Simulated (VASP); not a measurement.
# Ga2O3 (R-3c) in VASP: further runs

Ga2O3 is run at these levels: PBE; tasks: single point.

Program: VASP 6.6.1. These are calculated values, not measurements. Logs are shortened: lines on timing, memory, paths and dates and some standing lists are left out, and cuts for length are marked.

## Step 1: The cell of the first run

It takes space group R-3c (No. 167, trigonal). Conventional cell: a = 5.007 Å, b = 5.007 Å, c = 13.485 Å, α = 90.00°, β = 90.00°, γ = 120.00°. Within 2.6 Å of Ga (site symmetry 3) lie 6 O at 1.93 to 2.08 Å. Within 2.9 Å of O (site symmetry 2) lie 4 Ga at 1.93 to 2.08 Å and 8 O at 2.63 to 2.85 Å.

## Step 2: Single point, PBE (9.76 Å³/atom)

The input, INCAR:

```
  PREC = Accurate
  ENCUT = 520
  EDIFF = 1E-6
  ISMEAR = 0
  SIGMA = 0.01
  LREAL = False
  LASPH = True
  NELM = 60
  ALGO = Normal
  ISIF = 2
  LWAVE = False
  LCHARG = True
  GGA = PE
  LELF = True
  LVHAR = True
  NBANDS = 55
```

The input, KPOINTS:

```
regular mesh
0
Gamma
  6 6 6
```

The input, POSCAR:

```
Ga2O3
1.0
    2.5033389728      1.4453034298      4.4951370122
   -2.5033389728      1.4453034298      4.4951370122
    0.0000000000     -2.8906068596      4.4951370123
Ga O
4 6
Direct
    0.8558408843      0.8558408843      0.8558408843
    0.3558408843      0.3558408843      0.3558408843
    0.1441591157      0.1441591157      0.1441591157
    0.6441591157      0.6441591157      0.6441591157
    0.4468690112      0.0531309888      0.7500000000
    0.0531309888      0.7500000000      0.4468690112
    0.5531309888      0.9468690112      0.2500000000
    0.2500000000      0.5531309888      0.9468690112
    0.9468690112      0.2500000000      0.5531309888
    0.7500000000      0.4468690112      0.0531309888
```

Potentials or basis: VASP PAW PBE potentials, release 64 (Ga_d, O).

Started as:

```bash
cat potpaw_PBE.64/Ga_d/POTCAR potpaw_PBE.64/O/POTCAR > POTCAR
mpirun -np 1 vasp_std > vasp.out
```

OUTCAR:

```text
PREC = Accurate
   ENCUT = 520
   EDIFF = 1E-6
   ISMEAR = 0
   LREAL = False
   LASPH = True
   NELM = 60
   ISIF = 2
   GGA = PE

 ion  position               nearest neighbor table
   1  0.856  0.856  0.856-   9 1.93   7 1.93   8 1.93  10 2.08   5 2.08   6 2.08   4 2.85
   2  0.356  0.356  0.356-  10 1.93   5 1.93   6 1.93   9 2.08   7 2.08   8 2.08   3 2.85
   3  0.144  0.144  0.144-   6 1.93   5 1.93  10 1.93   8 2.08   7 2.08   9 2.08   2 2.85
   4  0.644  0.644  0.644-   8 1.93   7 1.93   9 1.93   6 2.08   5 2.08  10 2.08   1 2.85
   5  0.447  0.053  0.750-   2 1.93   3 1.93   1 2.08   4 2.08
   6  0.053  0.750  0.447-   3 1.93   2 1.93   4 2.08   1 2.08
   7  0.553  0.947  0.250-   1 1.93   4 1.93   3 2.08   2 2.08
   8  0.250  0.553  0.947-   4 1.93   1 1.93   3 2.08   2 2.08
   9  0.947  0.250  0.553-   1 1.93   4 1.93   2 2.08   3 2.08
  10  0.750  0.447  0.053-   2 1.93   3 1.93   1 2.08   4 2.08

  LATTYP: Found a trigonal (rhomboedric) cell.
 ALAT       =     5.3443301522
 COS(alpha) =     0.5611836929

  Lattice vectors:

 A1 = (   2.5033389728,   1.4453034298,   4.4951370122)
 A2 = (  -2.5033389728,   1.4453034298,   4.4951370122)
 A3 = (   0.0000000000,  -2.8906068596,   4.4951370123)

Analysis of symmetry for initial positions (statically):
=====================================================================
 Subroutine PRICEL returns:
 Original cell was already a primitive cell.

 Routine SETGRP: Setting up the symmetry group for a
 trigonal (rhombohedral) supercell.

 Subroutine GETGRP returns: Found 12 space group operations
 (whereof  6 operations were pure point group operations)
 out of a pool of 12 trial point group operations.

The static configuration has the point symmetry S_6 .
 The point group associated with its full space group is D_3d.

Analysis of symmetry for dynamics (positions and initial velocities):
=====================================================================
 Subroutine PRICEL returns:
 Original cell was already a primitive cell.

 Routine SETGRP: Setting up the symmetry group for a
 trigonal (rhombohedral) supercell.

 Subroutine GETGRP returns: Found 12 space group operations
 (whereof  6 operations were pure point group operations)
 out of a pool of 12 trial point group operations.

The dynamic configuration has the point symmetry S_6 .
 The point group associated with its full space group is D_3d.

 Subroutine INISYM returns: Found 12 space group operations
 (whereof  6 operations are pure point group operations),
 and found     1 'primitive' translations

----------------------------------------------------------------------------------------

                                     Primitive cell

  volume of cell :      97.5827

  direct lattice vectors                    reciprocal lattice vectors
     2.503338973  1.445303430  4.495137012     0.199733238  0.115316039  0.074154210
    -2.503338973  1.445303430  4.495137012    -0.199733238  0.115316039  0.074154210
     0.000000000 -2.890606860  4.495137012     0.000000000 -0.230632078  0.074154210

  length of vectors
     5.344330152  5.344330152  5.344330152     0.242260195  0.242260195  0.242260195

  position of ions in fractional coordinates (direct lattice)
     0.855840884  0.855840884  0.855840884
     0.355840884  0.355840884  0.355840884
     0.144159116  0.144159116  0.144159116
     0.644159116  0.644159116  0.644159116
     0.446869011  0.053130989  0.750000000
     0.053130989  0.750000000  0.446869011
     0.553130989  0.946869011  0.250000000
     0.250000000  0.553130989  0.946869011
     0.946869011  0.250000000  0.553130989
     0.750000000  0.446869011  0.053130989

  ion indices of the primitive-cell ions
   primitive index   ion index
                 1           1
                 2           2
                 3           3
                 4           4
                 5           5
                 6           6
                 7           7
                 8           8
                 9           9
                10          10

----------------------------------------------------------------------------------------

 KPOINTS: regular mesh

Automatic generation of k-mesh.
 Grid dimensions read from file:
 generate k-points for:    6    6    6

 Generating k-lattice:

  Cartesian coordinates                     Fractional coordinates (reciprocal lattice)
     0.033288873  0.019219340  0.012359035     0.166666667  0.000000000  0.000000000
    -0.033288873  0.019219340  0.012359035     0.000000000  0.166666667  0.000000000
     0.000000000 -0.038438680  0.012359035     0.000000000  0.000000000  0.166666667

  Length of vectors
     0.040376699  0.040376699  0.040376699

  Shift w.r.t. Gamma in fractional coordinates (k-lattice)
     0.000000000  0.000000000  0.000000000

 Subroutine IBZKPT returns following result:
 ===========================================

 Found     32 irreducible k-points:

 Following reciprocal coordinates:
            Coordinates               Weight
  0.000000  0.000000  0.000000      1.000000
  0.166667  0.000000  0.000000      6.000000
  0.333333  0.000000  0.000000      6.000000
  0.500000  0.000000  0.000000      3.000000
  0.166667  0.166667  0.000000      6.000000
  0.333333  0.166667  0.000000     12.000000
[... 16 lines left out ...]
  0.500000  0.500000  0.166667      6.000000
 -0.333333  0.500000  0.166667     12.000000
 [... further k-points ...]
   k-points           NKPTS =     32   k-points in BZ     NKDIM =     32   number of bands    NBANDS=     55
   number of dos      NEDOS =    301   number of ions     NIONS =     10
   total plane-waves  NPLWV =  64000
   dimension x,y,z NGX =    40 NGY =   40 NGZ =   40
   dimension x,y,z NGXF=    80 NGYF=   80 NGZF=   80
   ions per type =               4   6
   NGX,Y,Z   is equivalent  to a cutoff of  12.44, 12.44, 12.44 a.u.
   NGXF,Y,Z  is equivalent  to a cutoff of  24.89, 24.89, 24.89 a.u.
 SYSTEM =  unknown system
   PREC   = accura    normal or accurate (medium, high low for compatibility)
   ISTART =      0    job   : 0-new  1-cont  2-samecut
   ICHARG =      2    charge: 1-file 2-atom 10-const
   ISPIN  =      1    spin polarized calculation?
   LNONCOLLINEAR =      F non collinear calculations
   LSORBIT =      F    spin-orbit coupling
   LASPH  =      T    aspherical Exc in radial PAW
   ENCUT  =  520.0 eV  38.22 Ry    6.18 a.u.   9.94  9.94  9.94*2*pi/ulx,y,z
   NELM   =     60;   NELMIN=  2; NELMDL= -5     # of ELM steps
   EDIFF  = 0.1E-05   stopping-criterion for ELM
   LREAL  =      F    real-space projection
   EDIFFG = 0.1E-04   stopping-criterion for IOM
   NSW    =      0    number of steps for IOM
   IBRION =     -1    ionic relax: 0-MD 1-quasi-New 2-CG
   NFREE  =      0    steps in history (QN), initial steepest desc. (CG)
   ISIF   =      2    stress and relaxation
   ISYM   =      2    0-nonsym 1-usesym 2-fastsym
   POTIM  = 0.5000    time-step for ionic-motion
   TEBEG  =    0.0;   TEEND  =   0.0 temperature during run
   PSTRESS=    0.0 pullay stress
   NELECT =      88.0000    total number of electrons
   NUPDOWN=      -1.0000    fix difference up-down
   EMIN   =  10.00;   EMAX   =-10.00  energy-range for DOS
   EFERMI =   0.00;   METHOD = LEGACY
   ISMEAR =     0;   SIGMA  =   0.01  broadening in eV -4-tet -1-fermi 0-gaus
   EFERMI_NEDOS =   21; number of points for ismear=-14 and -15
   IALGO  =     38    algorithm
   IMIX   =      4    mixing-type and parameters
     AMIX     =   0.40;   BMIX     =  1.00
     AMIX_MAG =   1.60;   BMIX_MAG =  1.00
  volume/ion in A,a.u.               =       9.76        65.85
  Fermi-wavevector in a.u.,A,eV,Ry     =   1.581654  2.988892 34.036725  2.501629
  Thomas-Fermi vector in A             =   2.681696
   LORBIT       =      0    0 simple, 1 ext, 2 COOP (PROOUT), +10 PAW based schemes
   GGA     = PE    functional components
   LHFCALC =     F    Hartree Fock is set to
   AEXX    =    0.0000 exact exchange contribution
   IVDW    =     0    specifies the selected vdW correction
   LEPSILON=     F    determine dielectric tensor
   LRPA    =     F    only Hartree local field effects (RPA)
 non-spin polarized calculation
 Gauss-broadening in eV      SIGMA  =   0.01
  energy-cutoff  :      520.00
  volume of cell :       97.58
 maximum number of plane-waves:      2648
   NGX = 19   NGY = 19   NGZ = 19

 number of electron      87.9999975 magnetization

 Free energy of the ion-electron system (eV)
  ---------------------------------------------------
  ext. energy  EPLUGINS =         0.00000000
  ---------------------------------------------------
  free energy    TOTEN  =       -59.31125895 eV

  energy without entropy =      -59.31125895  energy(sigma->0) =      -59.31125895

 E-fermi :   4.4978     XC(G=0): -12.1333

 val. band max:        4.4264604617   @ k =  -0.1667   0.1667   0.0000
 cond. band min:       7.1373258269   @ k =   0.0000   0.0000   0.0000
 fundamental gap:      2.7108653653
 Fermi energy:         4.4977980824

 k-point     1 :       0.0000    0.0000    0.0000
  band No.  band energies     occupation
      1     -14.4941      2.00000
      2     -12.5219      2.00000
      3     -12.5219      2.00000
      4     -12.5003      2.00000
      5     -12.4767      2.00000
      6     -12.4767      2.00000
[... 47 lines left out ...]
     54      15.5327      0.00000
     55      16.6904      0.00000

 k-point     2 :       0.1667    0.0000    0.0000
  band No.  band energies     occupation
      1     -14.3702      2.00000
      2     -12.6544      2.00000
      3     -12.5349      2.00000
      4     -12.5303      2.00000
      5     -12.4862      2.00000
      6     -12.4673      2.00000
[... 47 lines left out ...]
     54      16.1416      0.00000
     55      16.5056      0.00000

 k-point     3 :       0.3333    0.0000    0.0000
  band No.  band energies     occupation
      1     -14.0233      2.00000
      2     -13.0256      2.00000
      3     -12.5685      2.00000
      4     -12.5588      2.00000
      5     -12.4939      2.00000
      6     -12.4798      2.00000
[... 1152 lines left out ...]
 k-point    23 :       0.5000    0.5000    0.1667
  band No.  band energies     occupation
      1     -13.6656      2.00000
      2     -13.0998      2.00000
      3     -12.8013      2.00000
      4     -12.6239      2.00000
      5     -12.5640      2.00000
      6     -12.4835      2.00000
[... 47 lines left out ...]
     54      16.5789      0.00000
     55      16.6834      0.00000

 k-point    24 :      -0.3333    0.5000    0.1667
  band No.  band energies     occupation
      1     -13.4758      2.00000
      2     -13.1689      2.00000
      3     -12.8689      2.00000
      4     -12.7438      2.00000
      5     -12.5166      2.00000
      6     -12.4738      2.00000
[... 47 lines left out ...]
     54      16.4121      0.00000
     55      16.7194      0.00000

 [... further k-points ...]

------------------------ aborting loop because EDIFF is reached ----------------------------------------

  FORCE on cell =-STRESS in cart. coord.  units (eV):
  Direction    XX          YY          ZZ          XY          YZ          ZX
  --------------------------------------------------------------------------------------
  -------------------------------------------------------------------------------------
  Total        4.8088786      4.8088786      4.2336787     -0.0000000     -0.0000000      0.0000000
  in kB       78.9553424     78.9553424     69.5113298     -0.0000000     -0.0000000      0.0000000
  external PRESSURE =      75.8073382 kB  Pullay stress =       0.0000000 kB

 VOLUME and BASIS-vectors are now :
 -----------------------------------------------------------------------------
  energy-cutoff  :      520.00
  volume of cell :       97.58
      direct lattice vectors                 reciprocal lattice vectors
     2.503338973  1.445303430  4.495137012     0.199733238  0.115316039  0.074154210
    -2.503338973  1.445303430  4.495137012    -0.199733238  0.115316039  0.074154210
     0.000000000 -2.890606860  4.495137012     0.000000000 -0.230632078  0.074154210

 POSITION                                       TOTAL-FORCE (eV/Angst)
 -----------------------------------------------------------------------------------
      0.00000      0.00000     11.54137        -0.000000     -0.000000      0.017127
      0.00000      0.00000      4.79866        -0.000000      0.000000      0.017127
      0.00000      0.00000      1.94404        -0.000000      0.000000     -0.017127
      0.00000      0.00000      8.68675        -0.000000      0.000000     -0.017127
      0.98566     -1.44530      5.61892        -0.003100     -0.000000     -0.000000
     -1.74450     -0.13095      5.61892         0.001550      0.002684     -0.000000
     -0.98566      1.44530      7.86649         0.003100      0.000000     -0.000000
     -0.75884     -1.57626      7.86649        -0.001550      0.002684     -0.000000
      1.74450      0.13095      7.86649        -0.001550     -0.002684      0.000000
      0.75884      1.57626      5.61892         0.001550     -0.002684      0.000000
 -----------------------------------------------------------------------------------
    total drift:                               -0.000000      0.000000      0.000000

  FREE ENERGIE OF THE ION-ELECTRON SYSTEM (eV)
  ---------------------------------------------------
  free  energy   TOTEN  =       -59.3112589490 eV

  energy  without entropy=      -59.3112589490  energy(sigma->0) =      -59.31125895
```

Run time: 3 min. Hardware: 1 thread of Intel Xeon Platinum 8488C (Sapphire Rapids), shared host; peak memory 0.3 GiB.

Results:

```yaml
Free_energy: -59.3113 eV
Pressure: 7.6 GPa
Largest_force: 0.017 eV/Å
Band_gap_on_the_k_mesh: 2.71 eV (least direct gap 2.96 eV)
```

Forces on the atoms (eV/Å):
```
Ga   0.000  0.000  0.017
Ga   0.000  0.000  0.017
Ga   0.000  0.000 -0.017
Ga   0.000  0.000 -0.017
O   -0.003  0.000  0.000
O    0.002  0.003  0.000
O    0.003  0.000  0.000
O   -0.002  0.003  0.000
O   -0.002 -0.003  0.000
O    0.002 -0.003  0.000
```

Levels at points of the mesh, in eV from the valence-band top:
```tsv
k point	band 42	band 43	band 44	band 45	band 46	band 47
(0.00, 0.00, 0.00)	-0.31	-0.25	-0.25	2.71	6.59	6.76
(0.50, 0.00, 0.00)	-0.97	-0.15	-0.15	6.31	6.31	6.65
(0.50, 0.50, 0.00)	-0.69	-0.25	-0.15	6.45	6.65	7.51
(0.50, 0.50, 0.50)	-0.30	-0.30	-0.30	5.77	5.77	7.77
```

Caveat: the cell stands under pressure. A k mesh can miss the band edges.

## Step 3: Single point, PBE

This run uses another cell than the first one, of 10.06 Å³/atom.

The input, INCAR:

```
SYSTEM = Ga2O3
ALGO = Normal
EDIFF = 1E-6
ENCUT = 520
GGA = PE
ISIF = 2
ISMEAR = 0
LASPH = .True.
LCHARG = .True.
LELF = .True.
LREAL = .False.
LVHAR = .True.
LWAVE = .False.
NBANDS = 55
NELM = 100
PREC = Accurate
SIGMA = 0.01
```

The input, KPOINTS:

```
k-points
0
Gamma
  6 6 6
  0 0 0
```

POSCAR: that of step 2 with these lines changed.

```diff
@@ -2,5 +2,5 @@
 1.0
-    2.5033389728      1.4453034298      4.4951370122
-   -2.5033389728      1.4453034298      4.4951370122
-    0.0000000000     -2.8906068596      4.4951370123
+    2.5288850124      1.4600524427      4.5410089255
+   -2.5288850124      1.4600524427      4.5410089255
+    0.0000000000     -2.9201048853      4.5410089255
 Ga O
```

Potentials or basis: VASP PAW PBE potentials, release 64 (Ga_d, O).

Started as:

```bash
cat potpaw_PBE.64/Ga_d/POTCAR potpaw_PBE.64/O/POTCAR > POTCAR
mpirun -np 1 vasp_std > vasp.out
```

Wall time 2.7 min (1 thread of Intel Xeon Platinum 8488C (Sapphire Rapids), shared host); peak memory 0.3 GiB.

Results (log left out):

```yaml
Free_energy: -59.3933 eV
Pressure: 1.0 GPa
Largest_force: 0.011 eV/Å
Band_gap_on_the_k_mesh: 2.39 eV (least direct gap 2.62 eV)
```

Forces on the atoms (eV/Å):
```
Ga   0.000  0.000  0.011
Ga   0.000  0.000  0.011
Ga   0.000  0.000 -0.011
Ga   0.000  0.000 -0.011
O    0.001  0.000  0.000
O   -0.001 -0.001  0.000
O   -0.001  0.000  0.000
O    0.001 -0.001  0.000
O    0.001  0.001  0.000
O   -0.001  0.001  0.000
```

Stress tensor (GPa, compression positive):
```
1.01 0.00 0.00
0.00 1.01 0.00
0.00 0.00 0.89
```

Levels at points of the mesh, in eV from the valence-band top:
```csv
k point,band 42,band 43,band 44,band 45,band 46,band 47
"(0.00, 0.00, 0.00)",-0.31,-0.23,-0.23,2.39,6.30,6.55
"(0.50, 0.00, 0.00)",-0.93,-0.15,-0.15,6.00,6.00,6.37
"(0.50, 0.50, 0.00)",-0.69,-0.25,-0.15,6.12,6.34,7.23
"(0.50, 0.50, 0.50)",-0.29,-0.29,-0.29,5.47,5.47,7.48
```

A k mesh can miss the band edges.
